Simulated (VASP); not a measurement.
**LiCl: relaxation of cell and atoms with r2SCAN**

The system is LiCl.

```
Li Cl
1.0
     0.00000    2.56477    2.56477
     2.56477    0.00000    2.56477
     2.56477    2.56477    0.00000
Li Cl
1 1
Cartesian
  0.0000 0.0000 0.0000
  2.5648 2.5648 2.5648
```

```
Program                : VASP 6.6.1
Task                   : relaxation of cell and atoms
Functional             : r2SCAN
Potentials or basis    : VASP PAW PBE potentials, release 64 (Li_sv, Cl)
Cutoff                 : 600 eV
k mesh                 : 8 × 8 × 8
Occupations            : gaussian, width 0.02 eV
Spin                   : no spin polarisation
Dipole correction      : no
Further INCAR settings : ALGO = Normal; EDIFF = 1e-07; IBRION = 2; EDIFFG = -0.005; NSW = 100; ISIF = 3
```

```yaml
Relaxed_volume: 16.46 Å³/atom
Relaxed_cell: a = 3.597 Å, b = 3.597 Å, c = 3.597 Å, α = 60.00°, β = 60.00°, γ = 60.00°
Space_group_after_relaxing_to_0.05_Å: Fm-3m (No. 225)
Energy_gained_by_relaxing: 1.4 meV/atom
Ionic_steps: 5
Pressure_after_relaxing: 0.0 GPa
Band_gap_on_the_k_mesh: 7.46 eV, direct
```

The path:
```
step  energy change (eV)  largest force (eV/Å)  pressure (GPa)  volume (Å³)
   1              0.0000                0.0000           -0.87        33.74
   2             -0.0021                0.0000           -0.43        33.30
   3             -0.0025                0.0000           -0.26        33.14
   4             -0.0028                0.0000            0.10        32.83
   5             -0.0028                0.0000            0.00        32.92
```

Final structure:
```yaml
crystal:
  lattice:
    - [0.00000, 2.54365, 2.54365]
    - [2.54365, 0.00000, 2.54365]
    - [2.54365, 2.54365, 0.00000]
  atoms:
    - { symbol: Li, position: [0.00000, 0.00000, 0.00000] }
    - { symbol: Cl, position: [0.50000, 0.50000, 0.50000] }
```

Levels at points of the mesh, in eV from the valence-band top:
```csv
k point,band 3,band 4,band 5,band 6,band 7,band 8
"(0.00, 0.00, 0.00)",0.00,0.00,0.00,7.46,12.68,12.68
"(0.50, 0.00, 0.00)",-2.94,-0.29,-0.29,7.56,10.32,10.32
"(0.50, 0.50, 0.00)",-3.05,-1.17,-1.17,8.83,8.89,13.80
```

Run time: 120 s on 1 thread of Intel(R) Xeon(R) Platinum 8559C (Emerald Rapids), on a shared host, peak memory 0.17 GiB.

Caveat: the cutoff is under 1.25 times the usual one of these potentials, so pressure, stress and relaxed cells hold a basis-set (Pulay) error; the PAW data sets were made with another functional, which shifts forces and pressure a little. r2SCAN opens gaps a little over a GGA but as a rule still falls short of measured ones.
